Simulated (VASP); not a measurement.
In:

```xyz
1
Lattice="-1.6261 1.6261 2.4739 1.6261 -1.6261 2.4739 1.6261 1.6261 -2.4739" Properties=species:S:1:pos:R:3 pbc="T T T"
In    0.0000    0.0000    0.0000
```

Base run:

* Program: VASP 6.6.1
* Functional: PBEsol
* Potentials or basis: VASP PAW PBE potentials, release 64 (In_d)
* Cutoff: 520 eV
* k mesh: 12 × 12 × 14
* Occupations: fermi-dirac, width 0.05 eV
* Spin: no spin polarisation

Its results: pressure -1.0 GPa.

Q: The run is repeated on the same cell with these changes: functional from PBEsol to PBE. What comes out?

A: Pressure 2.0 GPa.

PBE binds less tightly than PBEsol, so the same cell stands under more pressure.

Caveats: the PAW data sets were made with another functional, which shifts forces and pressure a little (some runs).
